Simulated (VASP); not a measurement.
Set up this calculation in VASP 6.6.1, as the native input.

```
Task                   : single point
Functional             : PBE
Potentials or basis    : VASP PAW PBE potentials, release 64 (Li_sv, F)
Cutoff                 : 520 eV
k mesh                 : 9 × 9 × 6
Occupations            : gaussian, width 0.05 eV
Spin                   : no spin polarisation
Dipole correction      : no
Further INCAR settings : ALGO = Normal; EDIFF = 1e-06; NBANDS = 18
```

The structure of LiF lies in POSCAR:

```
LiF
1.0
    3.1147512931      0.0000000000      0.0000000000
   -1.5573756465      2.6974537463      0.0000000000
    0.0000000000      0.0000000000      4.7394055676
Li F
2 2
Direct
    0.3333333333      0.6666666667      0.3810713234
    0.6666666667      0.3333333333      0.8810713234
    0.3333333333      0.6666666667      0.9939266766
    0.6666666667      0.3333333333      0.4939266766
```

This cell differs from its parent crystal: volume 9.955 Å^3 an atom, c/a of the conventional cell 1.5216.

One way to write it, as run:

INCAR

```
SYSTEM = LiF
PREC     = Accurate       ! precision mode
ENCUT    = 520            ! plane-wave cutoff, eV
EDIFF    = 1E-6           ! SCF threshold, eV
ISMEAR   = 0              ! smearing method
SIGMA    = 0.05           ! smearing width, eV
LREAL    = .FALSE.        ! projectors in reciprocal space
LASPH    = .TRUE.         ! aspherical terms in the spheres
NELM     = 100            ! most SCF steps
ALGO     = Normal         ! electronic algorithm
ISIF     = 2              ! what is computed and relaxed
LWAVE    = .FALSE.        ! write WAVECAR
LCHARG   = .FALSE.        ! write CHGCAR
GGA      = PE             ! functional
NBANDS   = 18             ! bands
```

KPOINTS

```
Automatic mesh
0
G
  9 9 6
  0 0 0
```

Potentials or basis: VASP PAW PBE potentials, release 64 (Li_sv, F).

Run with:

```bash
$ cat potpaw_PBE.64/Li_sv/POTCAR potpaw_PBE.64/F/POTCAR > POTCAR
$ mpirun -np 1 vasp_std > vasp.out
```

It gave:

```
Largest force          : 0.138 eV/Å
Band gap on the k mesh : 7.77 eV, direct
```

It used 38 s of CPU time on 1 thread of AMD EPYC 7R13 Processor (Zen 3), with other jobs on the host.
